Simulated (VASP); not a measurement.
Input of a VASP 6.6.1 run:

Contents of INCAR:

```
PREC = Accurate ; ENCUT = 520
EDIFF = 1E-7 ; ISMEAR = -1
SIGMA = 0.05 ; LREAL = False
LASPH = True ; NELM = 60
ALGO = Normal ; ISIF = 2
LWAVE = False ; LCHARG = True
LELF = True ; LVHAR = True
NBANDS = 32
```

File KPOINTS:

```
Automatic mesh
0
Gamma
  6 6 6
```

File POSCAR:

```
NbCd3
1.0
    4.2150000000      0.0000000000      0.0000000000
    0.0000000000      4.2150000000      0.0000000000
    0.0000000000      0.0000000000      4.2150000000
Cd Nb
3 1
Direct
    0.5000000000      0.5000000000      0.0000000000
    0.5000000000      0.0000000000      0.5000000000
    0.0000000000      0.5000000000      0.5000000000
    0.0000000000      0.0000000000      0.0000000000
```

Potentials or basis: VASP PAW LDA potentials, release 64 (Cd, Nb_sv).

Launch:

```bash
$ cat potpaw_LDA.64/Cd/POTCAR potpaw_LDA.64/Nb_sv/POTCAR > POTCAR
$ mpirun -np 1 vasp_std > vasp.out
```

Estimate the pressure.

-1.7 GPa.
